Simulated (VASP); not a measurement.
# Ga2Te3O (P6mm) in VASP: notebook

The runs below take Ga2Te3O through single point, with PBE.

All numbers are computed with VASP 6.6.1; they aren't measurements. Logs are shortened: lines on timing, memory, paths and dates and some standing lists are left out, and cuts for length are marked.

**1. The cell of the first run**

Symmetry: P6mm, No. 183, hexagonal system. The conventional cell has a = 6.195 Å, b = 6.195 Å, c = 4.576 Å, α = 90.00°, β = 90.00°, γ = 120.00°. Ga (site symmetry 3m) has 6 Te at 2.90 to 2.91 Å and 3 Ga at 3.58 Å within 3.8 Å. Within 3.8 Å of Te (site symmetry 2mm) lie 4 Ga at 2.90 to 2.91 Å and 4 Te at 3.10 Å and 2 O at 3.23 Å. O (site symmetry 6mm) has 6 Te at 3.23 Å and 6 Ga at 3.84 Å within 4.2 Å.

**2. Single point, PBE**

File INCAR:

```
  ALGO = Normal
  EDIFF = 1E-6
  ENCUT = 520
  GGA = PE
  ISIF = 2
  ISMEAR = 0
  LASPH = True
  LCHARG = False
  LREAL = False
  LWAVE = False
  NBANDS = 34
  NELM = 60
  PREC = Accurate
  SIGMA = 0.1
```

File KPOINTS:

```
k-points
0
Gamma
  3 3 4
```

File POSCAR:

```
Ga2Te3O
1.0
    6.1950682700      0.0000000000      0.0000000000
   -3.0975341400      5.3650865000      0.0000000000
    0.0000000000      0.0000000000      4.5755635000
Ga Te O
2 3 1
Direct
    0.6666666700      0.3333333300      0.4961477200
    0.3333333300      0.6666666700      0.4961477200
    0.0000000000      0.5000000000      0.9950230700
    0.5000000000      0.0000000000      0.9950230700
    0.5000000000      0.5000000000      0.9950230700
    0.0000000000      0.0000000000      0.1926302600
```

Potentials or basis: VASP PAW PBE potentials, release 64 (Ga_d, Te, O).

On the command line:

```
cat potpaw_PBE.64/Ga_d/POTCAR potpaw_PBE.64/Te/POTCAR potpaw_PBE.64/O/POTCAR > POTCAR
mpirun -np 1 vasp_std > vasp.out
```

OUTCAR:

```text
EDIFF = 1E-6
   ENCUT = 520
   GGA = PE
   ISIF = 2
   ISMEAR = 0
   LASPH = True
   LREAL = False
   NELM = 60
   PREC = Accurate

 ion  position               nearest neighbor table
   1  0.667  0.333  0.496-   3 2.90   4 2.90   5 2.90   3 2.91   4 2.91   5 2.91
   2  0.333  0.667  0.496-   3 2.90   4 2.90   5 2.90   3 2.91   4 2.91   5 2.91
   3  0.000  0.500  0.995-   1 2.90   2 2.90   1 2.91   2 2.91   4 3.10   4 3.10   5 3.10   5 3.10

   4  0.500  0.000  0.995-   1 2.90   2 2.90   1 2.91   2 2.91   3 3.10   3 3.10   5 3.10   5 3.10

   5  0.500  0.500  0.995-   1 2.90   2 2.90   1 2.91   2 2.91   3 3.10   3 3.10   4 3.10   4 3.10

   6  0.000  0.000  0.193-

  LATTYP: Found a hexagonal cell.
 ALAT       =     6.1950682700
 C/A-ratio  =     0.7385816105

  Lattice vectors:

 A1 = (   6.1950682700,   0.0000000000,   0.0000000000)
 A2 = (  -3.0975341400,   5.3650865000,   0.0000000000)
 A3 = (   0.0000000000,   0.0000000000,   4.5755635000)

Analysis of symmetry for initial positions (statically):
=====================================================================
 Subroutine PRICEL returns:
 Original cell was already a primitive cell.

 Routine SETGRP: Setting up the symmetry group for a
 hexagonal supercell.

 Subroutine GETGRP returns: Found 12 space group operations
 (whereof 12 operations were pure point group operations)
 out of a pool of 24 trial point group operations.

The static configuration has the point symmetry C_6v.

Analysis of symmetry for dynamics (positions and initial velocities):
=====================================================================
 Subroutine PRICEL returns:
 Original cell was already a primitive cell.

 Routine SETGRP: Setting up the symmetry group for a
 hexagonal supercell.

 Subroutine GETGRP returns: Found 12 space group operations
 (whereof 12 operations were pure point group operations)
 out of a pool of 24 trial point group operations.

The dynamic configuration has the point symmetry C_6v.

 Subroutine INISYM returns: Found 12 space group operations
 (whereof 12 operations are pure point group operations),
 and found     1 'primitive' translations

----------------------------------------------------------------------------------------

                                     Primitive cell

  volume of cell :     152.0784

  direct lattice vectors                    reciprocal lattice vectors
     6.195068270  0.000000000  0.000000000     0.161418722  0.093195142  0.000000000
    -3.097534140  5.365086500  0.000000000     0.000000000  0.186390285  0.000000000
     0.000000000  0.000000000  4.575563500     0.000000000  0.000000000  0.218552316

  length of vectors
     6.195068270  6.195068273  4.575563500     0.186390285  0.186390285  0.218552316

  position of ions in fractional coordinates (direct lattice)
     0.666666670  0.333333330  0.496147720
     0.333333330  0.666666670  0.496147720
     0.000000000  0.500000000  0.995023070
     0.500000000  0.000000000  0.995023070
     0.500000000  0.500000000  0.995023070
     0.000000000  0.000000000  0.192630260

  ion indices of the primitive-cell ions
   primitive index   ion index
                 1           1
                 2           2
                 3           3
                 4           4
                 5           5
                 6           6

----------------------------------------------------------------------------------------

 KPOINTS: k-points

Automatic generation of k-mesh.
 Grid dimensions read from file:
 generate k-points for:    3    3    4

 Generating k-lattice:

  Cartesian coordinates                     Fractional coordinates (reciprocal lattice)
     0.053806241  0.031065047  0.000000000     0.333333333  0.000000000  0.000000000
     0.000000000  0.062130095  0.000000000     0.000000000  0.333333333  0.000000000
     0.000000000  0.000000000  0.054638079     0.000000000  0.000000000  0.250000000

  Length of vectors
     0.062130095  0.062130095  0.054638079

  Shift w.r.t. Gamma in fractional coordinates (k-lattice)
     0.000000000  0.000000000  0.000000000

 Subroutine IBZKPT returns following result:
 ===========================================

 Found      9 irreducible k-points:

 Following reciprocal coordinates:
            Coordinates               Weight
  0.000000  0.000000  0.000000      1.000000
  0.333333  0.000000  0.000000      6.000000
  0.333333  0.333333  0.000000      2.000000
  0.000000  0.000000  0.250000      2.000000
  0.333333  0.000000  0.250000     12.000000
  0.333333  0.333333  0.250000      4.000000
  0.000000  0.000000  0.500000      1.000000
  0.333333  0.000000  0.500000      6.000000
  0.333333  0.333333  0.500000      2.000000
   k-points           NKPTS =      9   k-points in BZ     NKDIM =      9   number of bands    NBANDS=     34
   number of dos      NEDOS =    301   number of ions     NIONS =      6
   total plane-waves  NPLWV =  82944
   dimension x,y,z NGX =    48 NGY =   48 NGZ =   36
   dimension x,y,z NGXF=    96 NGYF=   96 NGZF=   72
   ions per type =               2   3   1
   NGX,Y,Z   is equivalent  to a cutoff of  12.88, 12.88, 13.08 a.u.
   NGXF,Y,Z  is equivalent  to a cutoff of  25.76, 25.76, 26.16 a.u.
 SYSTEM =  unknown system
   PREC   = accura    normal or accurate (medium, high low for compatibility)
   ISTART =      0    job   : 0-new  1-cont  2-samecut
   ICHARG =      2    charge: 1-file 2-atom 10-const
   ISPIN  =      1    spin polarized calculation?
   LNONCOLLINEAR =      F non collinear calculations
   LSORBIT =      F    spin-orbit coupling
   LASPH  =      T    aspherical Exc in radial PAW
   ENCUT  =  520.0 eV  38.22 Ry    6.18 a.u.  11.52 11.52  8.51*2*pi/ulx,y,z
   NELM   =     60;   NELMIN=  2; NELMDL= -5     # of ELM steps
   EDIFF  = 0.1E-05   stopping-criterion for ELM
   LREAL  =      F    real-space projection
   EDIFFG = 0.1E-04   stopping-criterion for IOM
   NSW    =      0    number of steps for IOM
   IBRION =     -1    ionic relax: 0-MD 1-quasi-New 2-CG
   NFREE  =      0    steps in history (QN), initial steepest desc. (CG)
   ISIF   =      2    stress and relaxation
   ISYM   =      2    0-nonsym 1-usesym 2-fastsym
   POTIM  = 0.5000    time-step for ionic-motion
   TEBEG  =    0.0;   TEEND  =   0.0 temperature during run
   PSTRESS=    0.0 pullay stress
   NELECT =      50.0000    total number of electrons
   NUPDOWN=      -1.0000    fix difference up-down
   EMIN   =  10.00;   EMAX   =-10.00  energy-range for DOS
   EFERMI =   0.00;   METHOD = LEGACY
   ISMEAR =     0;   SIGMA  =   0.10  broadening in eV -4-tet -1-fermi 0-gaus
   EFERMI_NEDOS =   21; number of points for ismear=-14 and -15
   IALGO  =     38    algorithm
   IMIX   =      4    mixing-type and parameters
     AMIX     =   0.40;   BMIX     =  1.00
     AMIX_MAG =   1.60;   BMIX_MAG =  1.00
  volume/ion in A,a.u.               =      25.35       171.05
  Fermi-wavevector in a.u.,A,eV,Ry     =   1.129906  2.135213 17.370393  1.276688
  Thomas-Fermi vector in A             =   2.266601
   LORBIT       =      0    0 simple, 1 ext, 2 COOP (PROOUT), +10 PAW based schemes
   GGA     = PE    functional components
   LHFCALC =     F    Hartree Fock is set to
   AEXX    =    0.0000 exact exchange contribution
   IVDW    =     0    specifies the selected vdW correction
   LEPSILON=     F    determine dielectric tensor
   LRPA    =     F    only Hartree local field effects (RPA)
 non-spin polarized calculation
 Gauss-broadening in eV      SIGMA  =   0.10
  energy-cutoff  :      520.00
  volume of cell :      152.08
 maximum number of plane-waves:      4145
 NGX is ok and might be reduce to    48
   NGX = 23   NGY = 23   NGZ = 17

 number of electron      50.0000002 magnetization

 Free energy of the ion-electron system (eV)
  ---------------------------------------------------
  ext. energy  EPLUGINS =         0.00000000
  ---------------------------------------------------
  free energy    TOTEN  =       -16.90667923 eV

  energy without entropy =      -16.89880556  energy(sigma->0) =      -16.90274239

 E-fermi :   5.0447     XC(G=0):  -9.3715

 val. band max:        4.8228068277   @ k =   0.3333   0.3333   0.2500
 cond. band min:       5.1478101330   @ k =   0.3333   0.0000   0.0000
 fundamental gap:      0.3250033053
 Fermi energy:         5.0447431578

 k-point     1 :       0.0000    0.0000    0.0000
  band No.  band energies     occupation
      1     -10.4196      2.00000
      2      -9.8778      2.00000
      3      -9.7793      2.00000
      4      -9.7793      2.00000
      5      -9.7744      2.00000
      6      -9.7551      2.00000
[... 26 lines left out ...]
     33       9.7930      0.00000
     34       9.7930      0.00000

 k-point     2 :       0.3333    0.0000    0.0000
  band No.  band energies     occupation
      1     -10.3625      2.00000
      2      -9.8555      2.00000
      3      -9.7907      2.00000
      4      -9.7803      2.00000
      5      -9.7732      2.00000
      6      -9.7621      2.00000
[... 26 lines left out ...]
     33      10.3027      0.00000
     34      10.6918      0.00000

 k-point     3 :       0.3333    0.3333    0.0000
  band No.  band energies     occupation
      1     -10.3382      2.00000
      2      -9.8201      2.00000
      3      -9.8201      2.00000
      4      -9.7807      2.00000
      5      -9.7681      2.00000
      6      -9.7637      2.00000
[... 26 lines left out ...]
     33       9.3313      0.00000
     34      11.7299      0.00000
[... 149 lines left out ...]
 k-point     8 :       0.3333    0.0000    0.5000
  band No.  band energies     occupation
      1     -10.3465      2.00000
      2      -9.8246      2.00000
      3      -9.8146      2.00000
      4      -9.7781      2.00000
      5      -9.7589      2.00000
      6      -9.7569      2.00000
[... 26 lines left out ...]
     33      10.5945      0.00000
     34      11.3840      0.00000

 k-point     9 :       0.3333    0.3333    0.5000
  band No.  band energies     occupation
      1     -10.3322      2.00000
      2      -9.8230      2.00000
      3      -9.8021      2.00000
      4      -9.8021      2.00000
      5      -9.7625      2.00000
      6      -9.7550      2.00000
[... 26 lines left out ...]
     33      10.7105      0.00000
     34      10.7105      0.00000

------------------------ aborting loop because EDIFF is reached ----------------------------------------

  FORCE on cell =-STRESS in cart. coord.  units (eV):
  Direction    XX          YY          ZZ          XY          YZ          ZX
  --------------------------------------------------------------------------------------
  -------------------------------------------------------------------------------------
  Total        4.3301418      4.3301418      6.9144542     -0.0000000      0.0000000      0.0000000
  in kB       45.6189505     45.6189505     72.8452226     -0.0000000      0.0000000      0.0000000
  external PRESSURE =      54.6943745 kB  Pullay stress =       0.0000000 kB

 VOLUME and BASIS-vectors are now :
 -----------------------------------------------------------------------------
  energy-cutoff  :      520.00
  volume of cell :      152.08
      direct lattice vectors                 reciprocal lattice vectors
     6.195068270  0.000000000  0.000000000     0.161418722  0.093195142  0.000000000
    -3.097534140  5.365086500  0.000000000     0.000000000  0.186390285  0.000000000
     0.000000000  0.000000000  4.575563500     0.000000000  0.000000000  0.218552316

 POSITION                                       TOTAL-FORCE (eV/Angst)
 -----------------------------------------------------------------------------------
      3.09753      1.78836      2.27016        -0.000000      0.000000     -0.076265
     -0.00000      3.57672      2.27016         0.000000      0.000000     -0.076265
     -1.54877      2.68254      4.55279        -0.000000      0.000000      0.238089
      3.09753      0.00000      4.55279        -0.000000     -0.000000      0.238089
      1.54877      2.68254      4.55279        -0.000000      0.000000      0.238089
      0.00000      0.00000      0.88139        -0.000000     -0.000000     -0.561736
 -----------------------------------------------------------------------------------
    total drift:                               -0.000000     -0.000000      0.001515

  FREE ENERGIE OF THE ION-ELECTRON SYSTEM (eV)
  ---------------------------------------------------
  free  energy   TOTEN  =       -16.9066792302 eV

  energy  without entropy=      -16.8988055580  energy(sigma->0) =      -16.90274239
```

Run time: 35 s. Hardware: 1 thread of Intel Xeon 6975P-C (Granite Rapids), shared host; peak memory 0.29 GiB.

What came out:

| Property | Result |
| --- | --- |
| Free energy | -16.9067 eV |
| Pressure | 5.5 GPa |
| Largest force | 0.562 eV/Å |
| Band gap on the k mesh | zero (band 25 reaches 7.01 eV, above the bottom of band 26 at 4.52 eV) |

Forces in eV/Å, atoms in the order of the input:
```
Ga   0.000  0.000 -0.076
Ga   0.000  0.000 -0.076
Te   0.000  0.000  0.238
Te   0.000  0.000  0.238
Te   0.000  0.000  0.238
O    0.000  0.000 -0.562
```

Stress tensor (GPa, compression positive):
```
4.56 0.00 0.00
0.00 4.56 0.00
0.00 0.00 7.28
```

Caveat: the k points lie up to 0.39 Å⁻¹ apart; spin-orbit coupling is left out, which moves the levels of the heavy elements.

(Part 1 of 2 ends here.)
